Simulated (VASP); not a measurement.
A run of VASP 6.6.1 is set up as follows.

INCAR

```
SYSTEM = Nb
ALGO = Normal
EDIFF = 1E-6
ENCUT = 520
GGA = CA
ISIF = 2
ISMEAR = -1
LASPH = .TRUE.
LCHARG = .FALSE.
LREAL = .FALSE.
LWAVE = .FALSE.
NBANDS = 20
NELM = 60
PREC = Accurate
SIGMA = 0.1
```

Contents of KPOINTS:

```
k-points
0
G
  11 11 11
  0 0 0
```

File POSCAR:

```
Nb
1.0
    0.0000000000      2.9530879621      2.9530879621
    2.9530879621      0.0000000000      2.9530879621
    2.9530879621      2.9530879621      0.0000000000
Nb
2
Direct
    0.1250000000      0.1250000000      0.1250000000
    0.8750000000      0.8750000000      0.8750000000
```

Potentials or basis: VASP PAW LDA potentials, release 64 (Nb_sv).

Launch:

```console
$ cat potpaw_LDA.64/Nb_sv/POTCAR > POTCAR
$ mpirun -np 1 vasp_std > vasp.out
```

Q: What does it give for the band gap on the k mesh?

A: Zero (band 13 reaches 6.84 eV, above the bottom of band 14 at 5.80 eV).

Q: Predict the pressure.

A: -5.2 GPa.
